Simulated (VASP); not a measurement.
Zr2In2O3: relaxation of cell and atoms with PBE

The system is Zr2In2O3.

```
Zr In O
1.0
     2.57476    1.48654    4.14035
    -2.57476    1.48654    4.14035
     0.00000   -2.97308    4.14035
Zr In O
2 2 3
Direct
  0.50000 0.50000 0.50000
  0.00000 0.00000 0.00000
  0.21500 0.21500 0.21500
  0.78500 0.78500 0.78500
  0.00000 0.50000 0.50000
  0.50000 0.00000 0.50000
  0.50000 0.50000 0.00000
```

The cell was generated, and may not be a known phase.

```yaml
Program: VASP 6.6.1
Task: relaxation of cell and atoms
Functional: PBE
Potentials_or_basis: VASP PAW PBE potentials, release 64 (Zr_sv, In_d, O)
Cutoff: 600 eV
k_mesh: 6 × 6 × 6
Occupations: gaussian, width 0.1 eV
Spin: no spin polarisation
Dipole_correction: no
Further_INCAR_settings: ALGO = Normal; EDIFF = 1e-06; IBRION = 2; EDIFFG = -0.04; NSW = 90; ISIF = 3
```

The relaxed volume is 14.96 Å³/atom and the relaxed cell is a = 5.253 Å, b = 5.253 Å, c = 5.253 Å, α = 60.98°, β = 60.98°, γ = 60.98°. The space group after relaxing (to 0.1 Å) is R-3m (No. 166). The energy gained by relaxing is 62.1 meV/atom. The ionic steps are 6, the pressure after relaxing is 0.0 GPa and the largest force after relaxing is 0.035 eV/Å. The band gap on the k mesh is zero (bands 34 and 35 overlap by 0.45 eV).

Forces in eV/Å, atoms in the order of the input:
```
Zr   0.000  0.000  0.000
Zr   0.000  0.000  0.000
In   0.000  0.000  0.035
In   0.000  0.000 -0.035
O    0.000  0.000  0.000
O    0.000  0.000  0.000
O    0.000  0.000  0.000
```

Stress tensor (GPa, compression positive):
```
-0.09  0.00  0.00
 0.00 -0.09  0.00
 0.00  0.00  0.09
```

The path:
| step | energy change (eV) | largest force (eV/Å) | pressure (GPa) | volume (Å³) |
| --- | --- | --- | --- | --- |
| 1 | 0.0000 | 0.8629 | 16.02 | 95.08 |
| 2 | 0.0860 | 1.2608 | -11.54 | 115.01 |
| 3 | -0.4163 | 0.3886 | 0.12 | 103.85 |
| 4 | -0.4165 | 0.3692 | 0.38 | 103.67 |
| 5 | -0.4331 | 0.1269 | 0.07 | 104.44 |
| 6 | -0.4344 | 0.0354 | -0.03 | 104.73 |

Final structure:
```cif
data_structure
_symmetry_space_group_name_H-M 'P 1'
_symmetry_Int_Tables_number 1
_cell_length_a 5.2525
_cell_length_b 5.2525
_cell_length_c 5.2525
_cell_angle_alpha 60.981
_cell_angle_beta 60.981
_cell_angle_gamma 60.981
_cell_volume 104.73
loop_
_atom_site_label
_atom_site_type_symbol
_atom_site_fract_x
_atom_site_fract_y
_atom_site_fract_z
_atom_site_occupancy
Zr1 Zr 0.50000 0.50000 0.50000 1
Zr2 Zr 0.00000 0.00000 0.00000 1
In1 In 0.21500 0.21500 0.21500 1
In2 In 0.78500 0.78500 0.78500 1
O1 O 0.00000 0.50000 0.50000 1
O2 O 0.50000 0.00000 0.50000 1
O3 O 0.50000 0.50000 0.00000 1
```

Levels at points of the mesh, in eV from the Fermi level:
```tsv
k point	band 32	band 33	band 34	band 35	band 36	band 37
(0.00, 0.00, 0.00)	-2.25	-2.25	0.25	0.25	0.33	1.16
(0.50, 0.00, 0.00)	-2.44	-0.53	-0.30	-0.01	0.50	1.13
(0.50, 0.50, 0.00)	-2.42	-1.15	-0.64	0.19	0.94	1.33
(0.50, 0.50, 0.50)	-2.36	-0.14	-0.14	-0.13	-0.13	0.73
```

Wall time 26 min on 1 thread of Intel Xeon 8259CL, on a shared host, peak memory 0.36 GiB.

Caveat: spin-orbit coupling is left out, which moves the levels of the heavy elements.
